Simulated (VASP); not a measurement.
# Si11O24 (a cell with a defect) in VASP: a series of runs

Si11O24 (a cell with a defect) is run at these levels: PBE; tasks: single point.

Program: VASP 6.6.1. These are calculated values, not measurements. Logs are shortened: lines on timing, memory, paths and dates and some standing lists are left out, and cuts for length are marked.

### 1 The cell of the first run

The cell holds a defect, 35 atoms: a = 7.325 Å, b = 7.325 Å, c = 9.830 Å, α = 70.40°, β = 70.40°, γ = 71.05°.

### 2 Single point, PBE

File INCAR:

```
SYSTEM = Si11O24
PREC = Accurate
ENCUT = 520
EDIFF = 1E-6
ISMEAR = 0
SIGMA = 0.05
LREAL = Auto
LASPH = .TRUE.
NELM = 120
ALGO = Normal
ISIF = 2
LWAVE = .FALSE.
LCHARG = .FALSE.
GGA = PE
NBANDS = 117
NELECT = 190.0
GGA_COMPAT = .FALSE.
```

File KPOINTS:

```
regular mesh
0
G
  2 2 1
  0 0 0
```

File POSCAR:

```
Si11O24
1.0
   -2.4574830000      4.2564860000      5.4313010000
    4.9149660000      0.0000000000      5.4313010000
    4.9149660000      8.5129710000      0.0000000000
Si O
11 24
Direct
    0.0034495291     -0.0335124919      0.2429052240
    0.5772789669      0.1818395206      0.9774983563
    0.8788155513      0.3630452846      0.0245855306
    0.0285014284      0.0150073000      0.7751533594
    0.5680678048      0.1055199783      0.4567632548
    0.9456107486      0.4085485955      0.5339092647
    0.5140087624      0.5090991449      0.5162664009
    0.0469175878      0.5476616852      0.1827558140
    0.4229673606      0.9220407691      0.2912764946
    0.0711479826      0.6058817015      0.7039983583
    0.4670977737      0.9381756590      0.8160643171
    0.3422417494      0.3577500205      0.9952264357
    0.1950710187      0.9067025711      0.3141625808
    0.5442515961      0.9798804673      0.1213202419
    0.0274716088      0.1533427117      0.0992004415
    0.8911830874      0.5207533897      0.1086520399
    0.2857657980      0.4937592182      0.0956427411
    0.5065866080      0.3449940722      0.4424591832
    0.2185171282      0.9546156074      0.8443187347
    0.5299617224      0.9849338799      0.6272801056
    0.0605210236      0.1926680374      0.6176477179
    0.9935271336      0.5893459202      0.5693426731
    0.3149468206      0.5558091916      0.6458696109
    0.9910947299      0.7773316563      0.1974928797
    0.7046405331      0.4328801088      0.5872116134
    0.0174952495      0.4154595803      0.3574156091
    0.5408763885      0.7059298555      0.3781367544
    0.4216991448      0.0816776704      0.3737851913
    0.8039360642      0.0340121548      0.3714960849
    1.0085059890      0.8294856819      0.7249709152
    0.6707967630      0.3107262643      0.0509197047
    0.0012995628      0.4353031959      0.8500274968
    0.5928032626      0.7320608906      0.8841810000
    0.4834948275      0.1356514876      0.8561314300
    0.8216341963      0.0982461418      0.8830790738
```

Potentials or basis: VASP PAW PBE potentials, release 64 (Si, O).

Launch:

```sh
cat potpaw_PBE.64/Si/POTCAR potpaw_PBE.64/O/POTCAR > POTCAR
mpirun -np 1 vasp_std > vasp.out
```

OUTCAR:

```text
SYSTEM = Si11O24
   PREC = Accurate
   ENCUT = 520
   EDIFF = 1E-6
   ISMEAR = 0
   LREAL = Auto
   LASPH = .TRUE.
   NELM = 120
   ISIF = 2
   GGA = PE
   NELECT = 190.0

 ion  position               nearest neighbor table
   1  0.003  0.966  0.243-  15 1.61  24 1.63  29 1.64  13 1.65   3 3.05
   2  0.577  0.182  0.977-  14 1.69  34 1.73  35 1.73  31 1.76  12 1.78   9 3.09   3 3.14
   3  0.879  0.363  0.025-  31 1.61  32 1.64  15 1.67  16 1.67   1 3.05   8 3.09   2 3.14
   4  0.029  0.015  0.775-  35 1.60  19 1.62  30 1.66  21 1.66   6 3.09
   5  0.568  0.106  0.457-  20 1.59  28 1.63  18 1.63  29 1.64   9 3.02   7 3.08
   6  0.946  0.409  0.534-  21 1.62  26 1.62  25 1.63  22 1.64  10 3.04   7 3.06   4 3.09
   7  0.514  0.509  0.516-  23 1.61  18 1.62  25 1.62  27 1.63   6 3.06   5 3.08   9 3.11  10 3.13

   8  0.047  0.548  0.183-  16 1.63  24 1.64  26 1.64  17 1.65   3 3.09
   9  0.423  0.922  0.291-  14 1.59  28 1.63  27 1.64  13 1.64   5 3.02   2 3.09   7 3.11
  10  0.071  0.606  0.704-  32 1.61  30 1.62  23 1.64  22 1.66   6 3.04   7 3.13
  11  0.467  0.938  0.816-  33 1.55  34 1.67  20 1.70  19 1.72
  12  0.342  0.358  0.995-  17 1.50   2 1.78
  13  0.195  0.907  0.314-   9 1.64   1 1.65
  14  0.544  0.980  0.121-   9 1.59   2 1.69
  15  0.027  0.153  0.099-   1 1.61   3 1.67
  16  0.891  0.521  0.109-   8 1.63   3 1.67
  17  0.286  0.494  0.096-  12 1.50   8 1.65
[... 13 lines left out ...]
  31  0.671  0.311  0.051-   3 1.61   2 1.76
  32  0.001  0.435  0.850-  10 1.61   3 1.64
  33  0.593  0.732  0.884-  11 1.55
  34  0.483  0.136  0.856-  11 1.67   2 1.73
  35  0.822  0.098  0.883-   4 1.60   2 1.73

  LATTYP: Found a base centered monoclinic cell.
 ALAT       =    11.9227940506
 B/A-ratio  =     0.7140080661
 C/A-ratio  =     0.8244654823
 COS(beta)  =    -0.4122327775

  Lattice vectors:

 A1 = (   2.4574830000,  -4.2564860000,  -5.4313010000)
 A2 = (  -4.9149660000,   0.0000000000,  -5.4313010000)
 A3 = (   4.9149660000,   8.5129710000,   0.0000000000)

Analysis of symmetry for initial positions (statically):
=====================================================================
 Subroutine PRICEL returns:
 Original cell was already a primitive cell.

 Routine SETGRP: Setting up the symmetry group for a
 base centered monoclinic supercell.

 Subroutine GETGRP returns: Found  1 space group operations
 (whereof  1 operations were pure point group operations)
 out of a pool of  4 trial point group operations.

The static configuration has the point symmetry C_1 .

Analysis of symmetry for dynamics (positions and initial velocities):
=====================================================================
 Subroutine PRICEL returns:
 Original cell was already a primitive cell.

 Routine SETGRP: Setting up the symmetry group for a
 base centered monoclinic supercell.

 Subroutine GETGRP returns: Found  1 space group operations
 (whereof  1 operations were pure point group operations)
 out of a pool of  4 trial point group operations.

The dynamic configuration has the point symmetry C_1 .

 Subroutine INISYM returns: Found  1 space group operations
 (whereof  1 operations are pure point group operations),
 and found     1 'primitive' translations

----------------------------------------------------------------------------------------

                                     Primitive cell

  volume of cell :     454.5017

  direct lattice vectors                    reciprocal lattice vectors
    -2.457483000  4.256486000  5.431301000    -0.101730101  0.058733900  0.092058972
     4.914966000  0.000000000  5.431301000     0.101730101 -0.058733900  0.092058977
     4.914966000  8.512971000  0.000000000     0.050865056  0.088100850 -0.046029491

  length of vectors
     7.325020568  7.325020228  9.829932148     0.149243220  0.149243223  0.111658980

  position of ions in fractional coordinates (direct lattice)
     0.003449529  0.966487508  0.242905224
     0.577278967  0.181839521  0.977498356
     0.878815551  0.363045285  0.024585531
     0.028501428  0.015007300  0.775153359
     0.568067805  0.105519978  0.456763255
     0.945610749  0.408548596  0.533909265
[... 27 lines left out ...]
     0.483494828  0.135651488  0.856131430
[... 66 lines left out ...]
|           W WW W  AAAAAA  RRRRR   N  N N  II  N  N N  G  GGG   !            |
|           WW  WW  A    A  R   R   N   NN  II  N   NN  G    G                |
|           W    W  A    A  R    R  N    N  II  N    N   GGGG   !!!           |
|                                                                             |
|     Your reciprocal lattice and k-lattice belong to different lattice       |
|     classes:                                                                |
|                                                                             |
|        The reciprocal lattice is base-centered monoclinic,                  |
|        whereas your k-lattice is face-centered orthorhombic.                |
|                                                                             |
|     Results are often still useful ...                                      |
|                                                                             |
 -----------------------------------------------------------------------------

 Subroutine IBZKPT returns following result:
 ===========================================

 Found      4 irreducible k-points:

 Following reciprocal coordinates:
            Coordinates               Weight
  0.000000  0.000000  0.000000      1.000000
  0.500000  0.000000  0.000000      1.000000
  0.000000  0.500000 -0.000000      1.000000
  0.500000  0.500000  0.000000      1.000000
   k-points           NKPTS =      4   k-points in BZ     NKDIM =      4   number of bands    NBANDS=    117
   number of dos      NEDOS =    301   number of ions     NIONS =     35
   total plane-waves  NPLWV = 233280
   dimension x,y,z NGX =    54 NGY =   54 NGZ =   80
   dimension x,y,z NGXF=   108 NGYF=  108 NGZF=  160
   ions per type =              11  24
   NGX,Y,Z   is equivalent  to a cutoff of  12.26, 12.26, 13.53 a.u.
   NGXF,Y,Z  is equivalent  to a cutoff of  24.51, 24.51, 27.06 a.u.
 SYSTEM =  Si11O24
   PREC   = accura    normal or accurate (medium, high low for compatibility)
   ISTART =      0    job   : 0-new  1-cont  2-samecut
   ICHARG =      2    charge: 1-file 2-atom 10-const
   ISPIN  =      1    spin polarized calculation?
   LNONCOLLINEAR =      F non collinear calculations
   LSORBIT =      F    spin-orbit coupling
   LASPH  =      T    aspherical Exc in radial PAW
   ENCUT  =  520.0 eV  38.22 Ry    6.18 a.u.  13.62 13.62 18.28*2*pi/ulx,y,z
   NELM   =    120;   NELMIN=  2; NELMDL= -5     # of ELM steps
   EDIFF  = 0.1E-05   stopping-criterion for ELM
   LREAL  =      T    real-space projection
   EDIFFG = 0.1E-04   stopping-criterion for IOM
   NSW    =      0    number of steps for IOM
   IBRION =     -1    ionic relax: 0-MD 1-quasi-New 2-CG
   NFREE  =      0    steps in history (QN), initial steepest desc. (CG)
   ISIF   =      2    stress and relaxation
   ISYM   =      2    0-nonsym 1-usesym 2-fastsym
   POTIM  = 0.5000    time-step for ionic-motion
   TEBEG  =    0.0;   TEEND  =   0.0 temperature during run
   PSTRESS=    0.0 pullay stress
   NELECT =     190.0000    total number of electrons
   NUPDOWN=      -1.0000    fix difference up-down
   EMIN   =  10.00;   EMAX   =-10.00  energy-range for DOS
   EFERMI =   0.00;   METHOD = LEGACY
   ISMEAR =     0;   SIGMA  =   0.05  broadening in eV -4-tet -1-fermi 0-gaus
   EFERMI_NEDOS =   21; number of points for ismear=-14 and -15
   IALGO  =     38    algorithm
   IMIX   =      4    mixing-type and parameters
     AMIX     =   0.40;   BMIX     =  1.00
     AMIX_MAG =   1.60;   BMIX_MAG =  1.00
  volume/ion in A,a.u.               =      12.99        87.63
  Fermi-wavevector in a.u.,A,eV,Ry     =   1.224092  2.313199 20.386998  1.498402
  Thomas-Fermi vector in A             =   2.359179
   LORBIT       =      0    0 simple, 1 ext, 2 COOP (PROOUT), +10 PAW based schemes
   GGA     = PE    functional components
   LHFCALC =     F    Hartree Fock is set to
   AEXX    =    0.0000 exact exchange contribution
   IVDW    =     0    specifies the selected vdW correction
   LEPSILON=     F    determine dielectric tensor
   LRPA    =     F    only Hartree local field effects (RPA)
 non-spin polarized calculation
 Gauss-broadening in eV      SIGMA  =   0.05
  energy-cutoff  :      520.00
  volume of cell :      454.50
 maximum number of plane-waves:     12284
   NGX = 27   NGY = 27   NGZ = 37

 number of electron     189.9999985 magnetization

 Free energy of the ion-electron system (eV)
  ---------------------------------------------------
  ext. energy  EPLUGINS =         0.00000000
  ---------------------------------------------------
  free energy    TOTEN  =      -260.60707650 eV

  energy without entropy =     -260.60707650  energy(sigma->0) =     -260.60707650

 E-fermi :   3.2743     XC(G=0):  -9.1390

 val. band max:        2.9872594245   @ k =   0.5000   0.0000   0.0000
 cond. band min:       6.0887092084   @ k =   0.0000   0.5000  -0.0000
 fundamental gap:      3.1014497839
 Fermi energy:         3.2743064470

 k-point     1 :       0.0000    0.0000    0.0000
  band No.  band energies     occupation
      1     -18.9547      2.00000
      2     -18.6799      2.00000
      3     -18.3960      2.00000
      4     -18.1568      2.00000
      5     -17.9447      2.00000
      6     -17.7176      2.00000
[... 429 lines left out ...]
    106       9.7093      0.00000
    107       9.8445      0.00000
 [bands above 107 left out]

------------------------ aborting loop because EDIFF is reached ----------------------------------------

  FORCE on cell =-STRESS in cart. coord.  units (eV):
  Direction    XX          YY          ZZ          XY          YZ          ZX
  --------------------------------------------------------------------------------------
  -------------------------------------------------------------------------------------
  Total       12.5399797     12.8346034     12.9201510     -0.4275718     -8.4275371     -0.7065538
  in kB       44.2050477     45.2436341     45.5452007     -1.5072459    -29.7081565     -2.4906935
  external PRESSURE =      44.9979609 kB  Pullay stress =       0.0000000 kB

 VOLUME and BASIS-vectors are now :
 -----------------------------------------------------------------------------
  energy-cutoff  :      520.00
  volume of cell :      454.50
      direct lattice vectors                 reciprocal lattice vectors
    -2.457483000  4.256486000  5.431301000    -0.101730101  0.058733900  0.092058972
     4.914966000  0.000000000  5.431301000     0.101730101 -0.058733900  0.092058977
     4.914966000  8.512971000  0.000000000     0.050865056  0.088100850 -0.046029491

 POSITION                                       TOTAL-FORCE (eV/Angst)
 -----------------------------------------------------------------------------------
      5.93565      2.08253      5.26802         0.148144      0.196092      0.063668
      4.27945     10.77860      4.12300        -0.372837      0.029767     -0.191512
     -0.25448      3.94996      6.74492        -0.304709      0.103366      0.353562
      3.81357      6.72017      0.23631        -0.010456     -0.034038     -0.010084
      1.36759      6.30639      3.65846         0.010235     -0.023133      0.027504
      2.30833      8.57013      7.35485        -0.025057      0.122552     -0.050403
[... 27 lines left out ...]
      3.68640      9.34621      3.36277        -0.215917     -0.167189     -0.087900
      2.80403     11.01490      4.99615         0.046269     -0.006418     -0.140860
 -----------------------------------------------------------------------------------
    total drift:                               -0.000495     -0.003136      0.010027

  FREE ENERGIE OF THE ION-ELECTRON SYSTEM (eV)
  ---------------------------------------------------
  free  energy   TOTEN  =      -260.6070765031 eV

  energy  without entropy=     -260.6070765031  energy(sigma->0) =     -260.60707650
```

It took 12 min on 1 thread of Oxide Virtual Turin-like, shared host; peak memory 0.51 GiB.

Results:

| Quantity | Value |
| --- | --- |
| Free energy | -260.6071 eV |
| Largest force | 0.478 eV/Å |

Forces in eV/Å, atoms in the order of the input:
```
Si   0.148  0.196  0.064
Si  -0.373  0.030 -0.192
Si  -0.305  0.103  0.354
Si  -0.010 -0.034 -0.010
Si   0.010 -0.023  0.028
Si  -0.025  0.123 -0.050
Si  -0.021 -0.095  0.016
Si   0.233  0.016 -0.026
Si  -0.011 -0.018 -0.094
Si   0.027 -0.113  0.029
Si   0.177 -0.244 -0.010
O   -0.005 -0.059 -0.036
O   -0.070 -0.092  0.159
O    0.084 -0.029  0.148
O    0.104 -0.144 -0.146
O    0.106  0.082 -0.120
O    0.060  0.089  0.091
O   -0.102  0.054  0.161
O   -0.048 -0.090  0.022
O    0.007  0.165  0.177
O    0.065  0.034  0.000
O    0.008  0.028 -0.011
O   -0.035  0.008 -0.074
O   -0.056  0.007  0.113
O    0.047  0.014  0.064
O   -0.032 -0.093  0.008
O    0.014 -0.008 -0.107
O    0.057  0.066 -0.193
O   -0.113 -0.128 -0.145
O   -0.063  0.105  0.055
O    0.301  0.035  0.115
O    0.117  0.042 -0.091
O   -0.131  0.147 -0.068
O   -0.216 -0.167 -0.088
O    0.046 -0.006 -0.141
```

Caveat: the k points lie up to 0.70 Å⁻¹ apart; the cell carries a net charge on a neutralising background, which shifts energy and pressure; the cell is charged against a uniform background, so pressure and absolute levels hang on convention.

[end of part 1 of 2]
